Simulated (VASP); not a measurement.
The system is Ni.

```
Ni
1.0
     2.41494    0.00000    0.00000
    -1.20747    2.09140    0.00000
     0.00000    0.00000    4.01776
Ni
2
Direct
  0.66667 0.33333 0.75000
  0.33333 0.66667 0.25000
```

This isn't the form of Ni at room conditions, which is fcc.

Base run:

```yaml
Program: VASP 6.6.1
Functional: LDA
Potentials_or_basis: VASP PAW LDA potentials, release 64 (Ni_sv_GW)
Cutoff: 690 eV
k_mesh: 12 × 12 × 7
Occupations: fermi-dirac, width 0.05 eV
Spin: collinear spin, ferromagnetic start
Starting_moments: "[1.0, 1.0] μB"
```

Its results: pressure -3.2 GPa; net moment 1.14 μB per cell; site moments Ni +0.59 μB.

Q: The run is repeated on the same cell with these changes: functional from LDA to PBE; potentials or basis from VASP PAW LDA potentials, release 64 (Ni_sv_GW) to VASP PAW PBE potentials, release 64 (Ni_sv_GW). What comes out?

A: Pressure 16.5 GPa; net moment 1.26 μB per cell; site moments Ni +0.66 μB.

Caveats: the cell stands under tension (at least some runs); the cell stands under pressure (at least some runs).
